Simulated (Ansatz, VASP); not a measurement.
## Ni3Hg: VASP beside Ansatz

Contents of INCAR:

```
PREC = Accurate
ENCUT = 520
EDIFF = 1E-6
ISMEAR = -1
SIGMA = 0.1
LREAL = F
LASPH = T
NELM = 150
ALGO = Normal
ISIF = 2
LWAVE = F
LCHARG = F
ISPIN = 2
MAGMOM = 1.5 1.5 1.5 0
LORBIT = 11
LMAXMIX = 4
GGA = PS
NBANDS = 33
```

Contents of KPOINTS:

```
Automatic mesh
0
Gamma
  6 6 6
```

POSCAR

```
Ni3Hg
1.0
    3.8103374876      0.0000000000      0.0000000000
    0.0000000000      3.8103374876      0.0000000000
    0.0000000000      0.0000000000      3.8103374876
Ni Hg
3 1
Direct
    0.0000000000      0.5000000000      0.5000000000
    0.5000000000      0.0000000000      0.5000000000
    0.5000000000      0.5000000000      0.0000000000
    0.0000000000      0.0000000000      0.0000000000
```

Input for Ansatz:

```yaml
crystal:
  lattice:
    - [3.8103374876206173, 0.0, 0.0]
    - [0.0, 3.8103374876206173, 0.0]
    - [0.0, 0.0, 3.8103374876206173]
  atoms:
    - { symbol: Ni, position: [0.0, 0.5, 0.5], spin: 1.5 }
    - { symbol: Ni, position: [0.5, 0.0, 0.5], spin: 1.5 }
    - { symbol: Ni, position: [0.5, 0.5, 0.0], spin: 1.5 }
    - { symbol: Hg, position: [0.0, 0.0, 0.0] }
basis:
  ecutwfc: 476.19925930478996
kpoints:
  mp_grid:
    grid: [6, 6, 6]
hamiltonian:
  xc: pbesol
magnetization:
  spin_polarized: true
scf:
  max_iter: 55
  occupations:
    method: fermi_dirac
    width: 0.1
output:
  stress: true
```

Alike in both runs: task single point; functional PBEsol; k mesh 6 × 6 × 6; occupations fermi-dirac, width 0.1 eV; collinear spin.

```csv
,VASP,Ansatz
version,VASP 6.6.1,Ansatz 0.2.0
potentials or method,"VASP PAW PBE potentials, release 64 (Ni, Hg), cutoff 520 eV","plane waves, PAW"
valence electrons in the cell,42,74
```

```csv
,VASP,Ansatz,Ansatz less VASP
pressure (GPa),-12.9,-13.9,-1.00
net moment per atom (μB),0.28,0.29,+0.008
size of the moment on the site where the two differ most (μB),0.39,0.41,+0.019
```

VASP's potentials were made for PBE, not for PBEsol. Site moments also hang on the region over which each program counts them. VASP's potentials hold 42 valence electrons a cell and Ansatz's 74, so a difference there can come from the potentials and not from the codes.

Neither program's run includes spin-orbit coupling.
